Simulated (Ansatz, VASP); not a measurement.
# Mn: VASP beside Ansatz

```
Mn
1.0
     0.00000    1.97620    1.97620
     1.97620    0.00000    1.97620
     1.97620    1.97620    0.00000
Mn
1
Direct
  0.00000 0.00000 0.00000
```

Alike in both runs: functional r2SCAN; k mesh 18 × 18 × 18; occupations gaussian, width 0.1 eV; collinear spin.

Ansatz relaxed the structure, and its values are those at the end. VASP's run is a single point on that final structure, the one shown.

|  | VASP | Ansatz |
| --- | --- | --- |
| version | VASP 6.6.1 | Ansatz 0.2.0 |
| potentials or method | VASP PAW PBE potentials, release 64 (Mn_pv), cutoff 520 eV | scalar-relativistic, plane waves, PAW |
| valence electrons in the cell | 13 | 15 |

```csv
,VASP,Ansatz,Ansatz less VASP
gap on the k mesh at the Fermi level (eV),none,none,-
pressure (GPa),0.2,0.0,-0.22
net moment per atom (μB),3.83,3.82,-0.004
size of the moment on the site where the two differ most (μB),3.75,3.80,+0.041
```

VASP's potentials were made for PBE, not for r2SCAN. Site moments also hang on the region over which each program counts them. A gap of «none» marks a metal or a gap that the smearing closes. VASP's potentials hold 13 valence electrons a cell and Ansatz's 15, so a difference there can come from the potentials and not from the codes.
